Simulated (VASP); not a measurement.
Here is a VASP 6.6.1 calculation.

File INCAR:

```
PREC = Accurate
ENCUT = 520
EDIFF = 1E-6
ISMEAR = -1
SIGMA = 0.1
LREAL = False
LASPH = True
NELM = 60
ALGO = Normal
ISIF = 2
LWAVE = False
LCHARG = True
GGA = B5
ALDAX = 1.0
AGGAX = 1.0
AGGAC = 1.0
ALDAC = 0.0
LELF = True
LVHAR = True
NBANDS = 13
```

Contents of KPOINTS:

```
Automatic mesh
0
Gamma
  10 10 8
```

The input POSCAR:

```
Te
1.0
    4.1261981597      0.0000000000      0.0000000000
   -2.0630990798      3.5733924274      0.0000000000
    0.0000000000      0.0000000000      4.2342604472
Te
2
Direct
    0.3333333333      0.6666666667      0.2500000000
    0.6666666667      0.3333333333      0.7500000000
```

Potentials or basis: VASP PAW PBE potentials, release 64 (Te).

Run with:

```bash
$ cat potpaw_PBE.64/Te/POTCAR > POTCAR
$ mpirun -np 1 vasp_std > vasp.out
```

(1) Estimate the band gap on the k mesh.

(2) What does it give for the pressure?

## Answers

(1) zero (band 6 reaches 8.02 eV, above the bottom of band 7 at 6.49 eV).

(2) 6.3 GPa.

Caveat: the PAW data sets were made with another functional, which shifts forces and pressure a little; spin-orbit coupling is left out, which moves the levels of the heavy elements.
